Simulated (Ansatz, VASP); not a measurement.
**One calculation of Cu, two programs**

INCAR

```
SYSTEM = Cu
  ALGO = Fast
  EDIFF = 1E-6
  ENCUT = 520
  GGA = PS
  ISIF = 2
  ISMEAR = 0
  LASPH = .True.
  LCHARG = .True.
  LELF = .True.
  LREAL = .False.
  LVHAR = .True.
  LWAVE = .False.
  NBANDS = 12
  NELM = 100
  PREC = Accurate
  SIGMA = 0.15
```

The input KPOINTS:

```
k-points
0
Gamma
  28 28 28
  0 0 0
```

The input POSCAR:

```
Cu
1.0
    0.0000000000      1.7371438586      1.7816860088
    1.7371438586      0.0000000000      1.7816860088
    1.7371438586      1.7371438586      0.0000000000
Cu
1
Direct
    0.0000000000      0.0000000000      0.0000000000
```

Input for Ansatz:

```yaml
crystal:
  lattice:
    - [0.0, 1.7371438586, 1.7816860088]
    - [1.7371438586, 0.0, 1.7816860088]
    - [1.7371438586, 1.7371438586, 0.0]
  atoms:
    - { symbol: Cu, position: [0.0, 0.0, 0.0] }
basis:
  ecutwfc: 420
kpoints:
  mp_grid: { grid: [28, 28, 28] }
hamiltonian:
  xc: pbesol
scf:
  occupations: { method: gaussian, width: 0.15 }
output:
  forces: true
  stress: true
  eigenvalues: true
```

Change from the starting cell: strain -0.025 along x and y, +0.000 along z, atoms carried along.

Alike in both runs: task single point; functional PBEsol; k mesh 28 × 28 × 28; occupations gaussian, width 0.15 eV; no spin polarisation.

|  | VASP | Ansatz |
| --- | --- | --- |
| version | VASP 6.6.1 | Ansatz 0.2.0 |
| potentials or method | VASP PAW PBE potentials, release 64 (Cu), cutoff 520 eV | scalar-relativistic, plane waves, PAW |
| valence electrons in the cell | 11 | 19 |

|  | VASP | Ansatz | Ansatz less VASP |
| --- | --- | --- | --- |
| gap on the k mesh at the Fermi level (eV) | none | none | - |
| pressure (GPa) | 10.6 | 9.7 | -0.90 |
| traceless stress, the component that is largest in VASP (GPa) | -1.44 | -1.43 | +0.005 |

VASP's potentials were made for PBE, not for PBEsol. A gap of «none» marks a metal or a gap that the smearing closes. The functional is the same, so the differences come from potentials, cutoffs and numerics. VASP's potentials hold 11 valence electrons a cell and Ansatz's 19, so a difference there can come from the potentials and not from the codes.
